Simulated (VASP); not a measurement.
# Li (P1) in VASP: notebook

Li is run at these levels: PBE; tasks: single point.

Everything below comes from runs of VASP 6.6.1. Logs are shortened: lines on timing, memory, paths and dates and some standing lists are left out, and cuts for length are marked.

**1. The cell of the first run**

The typed cell holds 16 atoms: a = 7.094 Å, b = 7.094 Å, c = 7.094 Å, α = 90.00°, β = 90.00°, γ = 90.00°.

**2. Single point, PBE**

Input file INCAR:

```
SYSTEM = Li
ALGO = Normal
EDIFF = 1E-6
ENCUT = 520
GGA = PE
ISIF = 2
ISMEAR = -1
LASPH = .TRUE.
LCHARG = .FALSE.
LREAL = Auto
LWAVE = .FALSE.
NBANDS = 38
NELM = 60
PREC = Accurate
SIGMA = 0.16
```

Input file KPOINTS:

```
k-points
0
G
  2 2 2
  0 0 0
```

Input file POSCAR:

```
Li
1.0
    7.0944470000      0.0000000000      0.0000000000
    0.0000000000      7.0944470000      0.0000000000
    0.0000000000      0.0000000000      7.0944470000
Li
16
Direct
   -0.1079012924     -0.1103539148     -0.0294314694
    0.5320781169      0.0834314500      0.0233562954
   -0.0523648989      0.4682394555      0.0252310011
   -0.0160407147     -0.0158574728      0.5765354227
    0.1775473127      0.1506671345      0.2572434469
    0.4793890207      0.4886215938      0.0158574728
    0.4649129101      0.0208331953      0.5351086561
    0.7719699647      0.2398777523      0.2735801677
    0.0457399992      0.5035064749      0.5073827460
    0.3070852457      0.7885040229      0.2532121249
    0.1983664125      0.2905089008      0.7807514807
    0.4353686764      0.4326200478      0.4672527683
    0.8043333046      0.7118666191      0.2913546327
    0.6775862869      0.3455942373      0.6612072794
    0.2725793850      0.7641469448      0.8561343823
    0.6911743791      0.7080608256      0.7266810225
```

Potentials or basis: VASP PAW PBE potentials, release 64 (Li_sv).

Started as:

```sh
cat potpaw_PBE.64/Li_sv/POTCAR > POTCAR
mpirun -np 1 vasp_std > vasp.out
```

OUTCAR:

```text
SYSTEM = Li
   EDIFF = 1E-6
   ENCUT = 520
   GGA = PE
   ISIF = 2
   ISMEAR = -1
   LASPH = .TRUE.
   LREAL = Auto
   NELM = 60
   PREC = Accurate

 ion  position               nearest neighbor table
   1  0.892  0.890  0.971-  16 2.59
   2  0.532  0.083  0.023-
   3  0.948  0.468  0.025-
   4  0.984  0.984  0.577-
   5  0.178  0.151  0.257-
   6  0.479  0.489  0.016-
   7  0.465  0.021  0.535-
   8  0.772  0.240  0.274-
   9  0.046  0.504  0.507-
  10  0.307  0.789  0.253-
  11  0.198  0.291  0.781-
  12  0.435  0.433  0.467-  14 2.29
  13  0.804  0.712  0.291-
  14  0.678  0.346  0.661-  12 2.29
  15  0.273  0.764  0.856-
  16  0.691  0.708  0.727-   1 2.59

  LATTYP: Found a simple cubic cell.
 ALAT       =     7.0944470000

  Lattice vectors:

 A1 = (   7.0944470000,   0.0000000000,   0.0000000000)
 A2 = (   0.0000000000,   7.0944470000,   0.0000000000)
 A3 = (   0.0000000000,   0.0000000000,   7.0944470000)

Analysis of symmetry for initial positions (statically):
=====================================================================
 Subroutine PRICEL returns:
 Original cell was already a primitive cell.

 Routine SETGRP: Setting up the symmetry group for a
 simple cubic supercell.

 Subroutine GETGRP returns: Found  1 space group operations
 (whereof  1 operations were pure point group operations)
 out of a pool of 48 trial point group operations.

The static configuration has the point symmetry C_1 .

Analysis of symmetry for dynamics (positions and initial velocities):
=====================================================================
 Subroutine PRICEL returns:
 Original cell was already a primitive cell.

 Routine SETGRP: Setting up the symmetry group for a
 simple cubic supercell.

 Subroutine GETGRP returns: Found  1 space group operations
 (whereof  1 operations were pure point group operations)
 out of a pool of 48 trial point group operations.

The dynamic configuration has the point symmetry C_1 .

 Subroutine INISYM returns: Found  1 space group operations
 (whereof  1 operations are pure point group operations),
 and found     1 'primitive' translations

----------------------------------------------------------------------------------------

                                     Primitive cell

  volume of cell :     357.0719

  direct lattice vectors                    reciprocal lattice vectors
     7.094447000  0.000000000  0.000000000     0.140955313  0.000000000  0.000000000
     0.000000000  7.094447000  0.000000000     0.000000000  0.140955313  0.000000000
     0.000000000  0.000000000  7.094447000     0.000000000  0.000000000  0.140955313

  length of vectors
     7.094447000  7.094447000  7.094447000     0.140955313  0.140955313  0.140955313

  position of ions in fractional coordinates (direct lattice)
     0.892098708  0.889646085  0.970568531
     0.532078117  0.083431450  0.023356295
     0.947635101  0.468239455  0.025231001
     0.983959285  0.984142527  0.576535423
     0.177547313  0.150667134  0.257243447
     0.479389021  0.488621594  0.015857473
[... 8 lines left out ...]
     0.272579385  0.764146945  0.856134382
     0.691174379  0.708060826  0.726681023

  ion indices of the primitive-cell ions
   primitive index   ion index
                 1           1
                 2           2
                 3           3
                 4           4
                 5           5
                 6           6
[... 8 lines left out ...]
                15          15
                16          16

----------------------------------------------------------------------------------------

 KPOINTS: k-points

Automatic generation of k-mesh.
 Grid dimensions read from file:
 generate k-points for:    2    2    2

 Generating k-lattice:

  Cartesian coordinates                     Fractional coordinates (reciprocal lattice)
     0.070477657  0.000000000  0.000000000     0.500000000  0.000000000  0.000000000
     0.000000000  0.070477657  0.000000000     0.000000000  0.500000000  0.000000000
     0.000000000  0.000000000  0.070477657     0.000000000  0.000000000  0.500000000

  Length of vectors
     0.070477657  0.070477657  0.070477657

  Shift w.r.t. Gamma in fractional coordinates (k-lattice)
     0.000000000  0.000000000  0.000000000

 Subroutine IBZKPT returns following result:
 ===========================================

 Found      8 irreducible k-points:

 Following reciprocal coordinates:
            Coordinates               Weight
  0.000000  0.000000  0.000000      1.000000
  0.500000  0.000000  0.000000      1.000000
  0.000000  0.500000  0.000000      1.000000
  0.000000  0.000000  0.500000      1.000000
  0.500000  0.500000  0.000000      1.000000
  0.000000  0.500000  0.500000      1.000000
  0.500000  0.000000  0.500000      1.000000
  0.500000  0.500000  0.500000      1.000000
   k-points           NKPTS =      8   k-points in BZ     NKDIM =      8   number of bands    NBANDS=     38
[... 36 lines left out ...]
     AMIX     =   0.40;   BMIX     =  1.00
     AMIX_MAG =   1.60;   BMIX_MAG =  1.00
  volume/ion in A,a.u.               =      22.32       150.60
  Fermi-wavevector in a.u.,A,eV,Ry     =   0.838629  1.584780  9.568965  0.703299
  Thomas-Fermi vector in A             =   1.952715
   LORBIT       =      0    0 simple, 1 ext, 2 COOP (PROOUT), +10 PAW based schemes
   GGA     = PE    functional components
   LHFCALC =     F    Hartree Fock is set to
   AEXX    =    0.0000 exact exchange contribution
   IVDW    =     0    specifies the selected vdW correction
   LEPSILON=     F    determine dielectric tensor
   LRPA    =     F    only Hartree local field effects (RPA)
 non-spin polarized calculation
  energy-cutoff  :      520.00
  volume of cell :      357.07
 maximum number of plane-waves:      9771
 NGX is ok and might be reduce to    54
   NGX = 27   NGY = 27   NGZ = 27

 number of electron      48.0000051 magnetization

 Free energy of the ion-electron system (eV)
  ---------------------------------------------------
  ext. energy  EPLUGINS =         0.00000000
  ---------------------------------------------------
  free energy    TOTEN  =       -28.89808823 eV

  energy without entropy =      -28.15572985  energy(sigma->0) =      -28.52690904

 E-fermi :   0.2089     XC(G=0):  -6.7990

 val. band max:        0.2038276251   @ k =   0.5000   0.5000   0.0000
 cond. band min:       0.2179809588   @ k =   0.0000   0.5000   0.5000
 fundamental gap:      0.0141533337
 Fermi energy:         0.2088625084

 k-point     1 :       0.0000    0.0000    0.0000
  band No.  band energies     occupation
      1     -46.5964      2.00000
      2     -46.5723      2.00000
      3     -46.5245      2.00000
      4     -46.4951      2.00000
      5     -46.4883      2.00000
      6     -46.4849      2.00000
[... 28 lines left out ...]
     35       2.9786      0.00000
     36       3.4403      0.00000

 k-point     2 :       0.5000    0.0000    0.0000
  band No.  band energies     occupation
      1     -46.5963      2.00000
      2     -46.5722      2.00000
      3     -46.5245      2.00000
      4     -46.4950      2.00000
      5     -46.4882      2.00000
      6     -46.4848      2.00000
[... 28 lines left out ...]
     35       3.1967      0.00000
     36       3.2399      0.00000

 k-point     3 :       0.0000    0.5000    0.0000
  band No.  band energies     occupation
      1     -46.5963      2.00000
      2     -46.5722      2.00000
      3     -46.5245      2.00000
      4     -46.4949      2.00000
      5     -46.4884      2.00000
      6     -46.4847      2.00000
[... 28 lines left out ...]
     35       3.2613      0.00000
     36       3.3696      0.00000
[... 118 lines left out ...]
 k-point     7 :       0.5000    0.0000    0.5000
  band No.  band energies     occupation
      1     -46.5963      2.00000
      2     -46.5722      2.00000
      3     -46.5245      2.00000
      4     -46.4949      2.00000
      5     -46.4885      2.00000
      6     -46.4846      2.00000
[... 28 lines left out ...]
     35       3.8671      0.00000
     36       3.9382      0.00000

 k-point     8 :       0.5000    0.5000    0.5000
  band No.  band energies     occupation
      1     -46.5963      2.00000
      2     -46.5722      2.00000
      3     -46.5245      2.00000
      4     -46.4949      2.00000
      5     -46.4885      2.00000
      6     -46.4846      2.00000
[... 28 lines left out ...]
     35       3.0406      0.00000
     36       3.1800      0.00000
 [bands above 36 left out]

------------------------ aborting loop because EDIFF is reached ----------------------------------------

  FORCE on cell =-STRESS in cart. coord.  units (eV):
  Direction    XX          YY          ZZ          XY          YZ          ZX
  --------------------------------------------------------------------------------------
  -------------------------------------------------------------------------------------
  Total       -1.6896767     -0.9293953     -0.5154310     -1.2317027     -0.7204903      1.1271874
  in kB       -7.5815597     -4.1701857     -2.3127331     -5.5266355     -3.2328317      5.0576768
  external PRESSURE =      -4.6881595 kB  Pullay stress =       0.0000000 kB

 VOLUME and BASIS-vectors are now :
 -----------------------------------------------------------------------------
  energy-cutoff  :      520.00
  volume of cell :      357.07
      direct lattice vectors                 reciprocal lattice vectors
     7.094447000  0.000000000  0.000000000     0.140955313  0.000000000  0.000000000
     0.000000000  7.094447000  0.000000000     0.000000000  0.140955313  0.000000000
     0.000000000  0.000000000  7.094447000     0.000000000  0.000000000  0.140955313

 POSITION                                       TOTAL-FORCE (eV/Angst)
 -----------------------------------------------------------------------------------
      6.32895      6.31155      6.88565         0.311277      0.464444      0.157129
      3.77480      0.59190      0.16570        -0.121076     -0.191254     -0.252152
      6.72295      3.32190      0.17900         0.133138      0.076711     -0.228053
      6.98065      6.98195      4.09020        -0.008699      0.060867     -0.080761
      1.25960      1.06890      1.82500        -0.028412      0.334908     -0.209232
      3.40100      3.46650      0.11250         0.223574     -0.100724      0.253769
[... 8 lines left out ...]
      1.93380      5.42120      6.07380        -0.176049      0.047998     -0.449578
      4.90350      5.02330      5.15540        -0.199755      0.044994     -0.167572
 -----------------------------------------------------------------------------------
    total drift:                                0.004072     -0.001711      0.008798

  FREE ENERGIE OF THE ION-ELECTRON SYSTEM (eV)
  ---------------------------------------------------
  free  energy   TOTEN  =       -28.8980882340 eV

  energy  without entropy=      -28.1557298464  energy(sigma->0) =      -28.52690904
```

Run time: 92 s. Hardware: 1 thread of Intel Xeon Platinum 8488C (Sapphire Rapids), shared host; peak memory 0.37 GiB.

Results:

```yaml
Free_energy: -28.8981 eV
Largest_force: 1.172 eV/Å
Band_gap_on_the_k_mesh: zero (bands 24 and 25 overlap by 0.70 eV)
```

Forces on the atoms (eV/Å):
```
Li   0.311  0.464  0.157
Li  -0.121 -0.191 -0.252
Li   0.133  0.077 -0.228
Li  -0.009  0.061 -0.081
Li  -0.028  0.335 -0.209
Li   0.224 -0.101  0.254
Li   0.114 -0.083  0.123
Li  -0.058 -0.105  0.289
Li  -0.093  0.187 -0.007
Li  -0.135 -0.287  0.098
Li   0.185 -0.375  0.145
Li  -0.410  0.353 -0.586
Li  -0.511  0.124  0.227
Li   0.774 -0.551  0.687
Li  -0.176  0.048 -0.450
Li  -0.200  0.045 -0.168
```

Caveat: the k points lie up to 0.44 Å⁻¹ apart, too coarse for converged energies and pressures of a metal; the cutoff is under 1.25 times the usual one of these potentials, so pressure, stress and relaxed cells hold a basis-set (Pulay) error; forces of over 1 eV/Å act on the atoms, so gaps and moduli don't describe the material at rest.

**3. Single point, PBE**

Input file INCAR:

```
SYSTEM = Li
ALGO     = Normal         ! electronic algorithm
EDIFF    = 1E-6           ! SCF threshold, eV
ENCUT    = 520            ! plane-wave cutoff, eV
GGA      = PE             ! functional
ISIF     = 2              ! what is computed and relaxed
ISMEAR   = -1             ! smearing method
LASPH    = .True.         ! aspherical terms in the spheres
LCHARG   = .False.        ! write CHGCAR
LREAL    = Auto         
LWAVE    = .False.        ! write WAVECAR
NBANDS   = 38             ! bands
NELM     = 60             ! most SCF steps
PREC     = Accurate       ! precision mode
SIGMA    = 0.16           ! smearing width, eV
```

Input file KPOINTS:

```
k-points
0
Gamma
  2 2 2
  0 0 0
```

Input file POSCAR:

```
Li
1.0
    7.0944470000      0.0000000000      0.0000000000
    0.0000000000      7.0944470000      0.0000000000
    0.0000000000      0.0000000000      7.0944470000
Li
16
Direct
   -0.0199310813      0.0608926954      0.0620908155
    0.4645887128      0.0342098546      0.1266906356
   -0.0109381323      0.4775425061      0.0409052319
   -0.0736914378     -0.0342098546      0.6590929497
    0.2513656103      0.3214626876      0.3406326103
    0.5189551772      0.5086231527      0.0607940267
    0.4273342235      0.0287125973      0.5396615127
    0.6863678029      0.2442755581      0.4249097921
    0.0173797901      0.5164320771      0.6054453575
    0.1757148936      0.8260122318      0.3962112903
    0.2823757793      0.2510132220      0.7618211821
    0.5270037256      0.5739559405      0.5403803848
    0.7886731693      0.7204648932      0.3258323024
    0.6791649864      0.2929333322      0.7985118502
    0.3096647279      0.7856990122      0.7838947842
    0.6519606109      0.8164272705      0.9003520641
```

Potentials or basis: VASP PAW PBE potentials, release 64 (Li_sv).

Started as:

```sh
cat potpaw_PBE.64/Li_sv/POTCAR > POTCAR
mpirun -np 1 vasp_std > vasp.out
```

Wall time 90 s (1 thread of Intel Xeon Platinum 8488C (Sapphire Rapids), shared host); peak memory 0.37 GiB.

Results (log left out):

| Property | Result |
| --- | --- |
| Free energy | -28.7283 eV |
| Largest force | 0.839 eV/Å |
| Band gap on the k mesh | zero (bands 24 and 25 overlap by 0.69 eV) |

Forces in eV/Å, atoms in the order of the input:
```
Li   0.058 -0.054  0.150
Li  -0.092  0.144 -0.006
Li   0.004  0.272 -0.017
Li   0.032  0.175 -0.113
Li  -0.118  0.020 -0.046
Li  -0.341 -0.131  0.389
Li   0.537 -0.269  0.029
Li   0.563  0.058 -0.620
Li  -0.258 -0.017  0.153
Li   0.072 -0.261 -0.583
Li  -0.213  0.165  0.419
Li  -0.279  0.059  0.189
Li  -0.118  0.276 -0.195
Li   0.172 -0.188  0.171
Li  -0.640 -0.235  0.433
Li   0.622 -0.011 -0.354
```

Levels at points of the mesh, in eV from the Fermi level:
```tsv
k point	band 21	band 22	band 23	band 24	band 25	band 26
(0.00, 0.00, 0.00)	-0.98	-0.91	-0.84	0.39	0.47	0.51
(0.50, 0.00, 0.00)	-0.56	-0.53	-0.44	-0.31	-0.26	-0.21
(0.00, 0.50, 0.00)	-0.52	-0.48	-0.38	-0.37	-0.29	-0.21
(0.00, 0.00, 0.50)	-0.52	-0.50	-0.48	-0.32	-0.22	-0.19
(0.50, 0.50, 0.00)	-0.13	-0.09	-0.03	0.13	0.14	0.19
(0.00, 0.50, 0.50)	-0.29	-0.07	0.03	0.11	0.19	0.28
(0.50, 0.00, 0.50)	-0.37	-0.23	-0.10	0.15	0.18	0.31
(0.50, 0.50, 0.50)	-1.53	-1.51	-1.38	-1.32	1.76	1.84
```

Caveat: the k points lie up to 0.44 Å⁻¹ apart, too coarse for converged energies and pressures of a metal; the cutoff is under 1.25 times the usual one of these potentials, so pressure, stress and relaxed cells hold a basis-set (Pulay) error.

**4. Single point, PBE**

Input file INCAR:

```
PREC = Accurate ; ENCUT = 520
EDIFF = 1E-6 ; ISMEAR = -1
SIGMA = 0.16 ; LREAL = Auto
LASPH = True ; NELM = 60
ALGO = Normal ; ISIF = 2
LWAVE = False ; LCHARG = False
GGA = PE ; NBANDS = 38
```

Input file KPOINTS:

```
Automatic mesh
0
Gamma
  2 2 2
```

Input file POSCAR:

```
Li
1.0
    7.0944470000      0.0000000000      0.0000000000
    0.0000000000      7.0944470000      0.0000000000
    0.0000000000      0.0000000000      7.0944470000
Li
16
Direct
   -0.0370007698      0.0051307734      0.1004024697
    0.6026826333     -0.1990570935      0.1857791030
    0.0056523081      0.4412042263      0.1152591597
   -0.1017556407      0.0115583357      0.6664649126
    0.1704149739      0.2098683661      0.3708393339
    0.4387938905      0.4991086691      0.4664070364
    0.5684586832     -0.0754674748      0.5898275088
    0.7750850771      0.2144917003      0.4006090961
    0.1746577288      0.4311963991      0.6915267673
    0.1761095685      0.8136786419      0.2496600510
    0.3302160126      0.1269020686      0.8458164533
    0.7112605112      0.2597242604      0.8507921759
    0.8187671287      0.5898275088      0.4810663890
    0.4578651444      0.2231604521      1.1495469626
    0.2033421351      0.8122831843      0.7909425499
    0.8570224008      0.6490569314      0.8929660057
```

Started as:

```sh
cat potpaw_PBE.64/Li_sv/POTCAR > POTCAR
mpirun -np 1 vasp_std > vasp.out
```

It took 87 s on 1 thread of Intel Xeon Platinum 8488C (Sapphire Rapids), shared host; peak memory 0.37 GiB.

Results (log left out):

| Item | Value |
| --- | --- |
| Free energy | -27.5201 eV |
| Largest force | 0.924 eV/Å |
| Band gap on the k mesh | zero (bands 24 and 25 overlap by 0.61 eV) |

Forces on the atoms (eV/Å):
```
Li  -0.566  0.478 -0.552
Li  -0.014  0.099 -0.209
Li   0.367 -0.270  0.225
Li   0.815 -0.211  0.060
Li   0.004 -0.343  0.494
Li   0.261  0.124 -0.108
Li  -0.580 -0.131 -0.149
Li  -0.246  0.145 -0.289
Li  -0.639 -0.094  0.293
Li   0.417 -0.537  0.544
Li  -0.229  0.155 -0.173
Li   0.039  0.326 -0.073
Li   0.499  0.233 -0.040
Li   0.294  0.145  0.324
Li   0.116 -0.504  0.017
Li  -0.538  0.386 -0.361
```

Levels at points of the mesh, in eV from the Fermi level:
```csv
k point,band 20,band 21,band 22,band 23,band 24,band 25,band 26,band 27,band 28,band 29
"(0.00, 0.00, 0.00)",-1.01,-0.95,-0.89,-0.83,0.35,0.57,0.62,0.85,0.93,1.15
"(0.50, 0.00, 0.00)",-0.67,-0.57,-0.46,-0.40,-0.27,-0.20,-0.13,0.88,1.19,1.39
"(0.00, 0.50, 0.00)",-0.62,-0.54,-0.50,-0.43,-0.32,-0.22,-0.08,0.99,1.14,1.32
"(0.00, 0.00, 0.50)",-0.61,-0.58,-0.49,-0.37,-0.36,-0.26,-0.12,1.08,1.33,1.43
"(0.50, 0.50, 0.00)",-1.89,-0.26,-0.21,-0.13,-0.02,0.18,0.27,0.59,0.77,1.70
"(0.00, 0.50, 0.50)",-1.97,-0.27,-0.20,-0.07,0.17,0.23,0.26,0.40,0.64,1.62
"(0.50, 0.00, 0.50)",-1.96,-0.25,-0.18,0.01,0.05,0.12,0.16,0.46,0.91,1.47
"(0.50, 0.50, 0.50)",-1.60,-1.56,-1.53,-1.39,-1.16,1.54,1.84,1.92,2.04,2.13
```

Caveat: the k points lie up to 0.44 Å⁻¹ apart, too coarse for converged energies and pressures of a metal; the cutoff is under 1.25 times the usual one of these potentials, so pressure, stress and relaxed cells hold a basis-set (Pulay) error.

**5. Overview**

| cell | gap on the mesh (eV) | largest force (eV/Å) |
| --- | --- | --- |
| as given, atomic positions A | none | 1.17 |
| as given, atomic positions B | none | 0.84 |
| as given, atomic positions C | none | 0.92 |

Alike in all rows: task single point; level PBE; potentials or basis VASP PAW PBE potentials, release 64 (Li_sv); no spin polarisation; k mesh 2 × 2 × 2; cutoff (eV) 520; smearing fermi-dirac 0.16 eV.

Caveats: all runs use coarse meshes; the cutoff is under 1.25 times the usual one of these potentials, so pressure, stress and relaxed cells hold a basis-set (Pulay) error; forces of over 1 eV/Å act on the atoms, so gaps and moduli don't describe the material at rest (at least some runs).

Total energies depend on the potentials used, so only differences within one code and one set of settings carry meaning.
